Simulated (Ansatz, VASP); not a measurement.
Given: the input of a run of VASP 6.6.1 on Ge.

The input INCAR:

```
ALGO = Normal
EDIFF = 1E-6
ENCUT = 520
GGA = PE
ISIF = 2
ISMEAR = -1
LASPH = True
LCHARG = True
LELF = True
LREAL = False
LVHAR = True
LWAVE = False
NBANDS = 21
NELM = 60
PREC = Accurate
SIGMA = 0.05
```

File KPOINTS:

```
k-points
0
Gamma
  8 8 8
```

File POSCAR:

```
Ge
1.0
    4.0904100000      0.0000000000      0.0000000000
   -2.0452000000      3.5424000000      0.0000000000
    0.0000000000      0.0000000000      3.3265800000
Ge
2
Direct
    0.6666700000      0.3333300000      0.1408600000
    0.3333300000      0.6666700000      0.8591400000
```

Potentials or basis: VASP PAW PBE potentials, release 64 (Ge_d).

The run is started by

```console
$ cat potpaw_PBE.64/Ge_d/POTCAR > POTCAR
$ mpirun -np 1 vasp_std > vasp.out
```

Problem. Set up the same calculation for Ansatz 0.2.0. Potentials there: all-electron LAPW, scalar-relativistic.

Solution. As run (the cutoff follows the program's own potentials):

File input.yaml:

```yaml
crystal:
  lattice:
    - [4.09041, 0.0, 0.0]
    - [-2.0452, 3.5424, 0.0]
    - [0.0, 0.0, 3.32658]
  atoms:
    - { symbol: Ge, position: [0.66667, 0.33333, 0.14086] }
    - { symbol: Ge, position: [0.33333, 0.66667, 0.85914] }
kpoints:
  mp_grid: { grid: [8, 8, 8] }
scf:
  occupations: { method: fermi_dirac, width: 0.05 }
hamiltonian:
  xc: pbe
  pseudopotentials: { kind: all_electron, lapw: { basis_error: 0.001 } }
output:
  forces: true
  stress: true
  eigenvalues: true
  populations: true
```

Potentials or basis: all-electron LAPW, scalar-relativistic.

The run is started by

```console
$ ansatz run input.yaml --threads 1 --pin off --max-ram 3072MiB --backend cpu --events-out ev --progress --plain --runs-dir out
```

Both were run:

|  | VASP | Ansatz | Ansatz less VASP |
| --- | --- | --- | --- |
| gap on the k mesh at the Fermi level (eV) | none | none | - |
| pressure (GPa) | -1.6 | -1.6 | +0.02 |
| traceless stress, the component that is largest in VASP (GPa) | -2.59 | -2.60 | -0.008 |

A gap of «none» marks a metal or a gap that the smearing closes. Ansatz ran all-electron here, and VASP with PAW potentials.
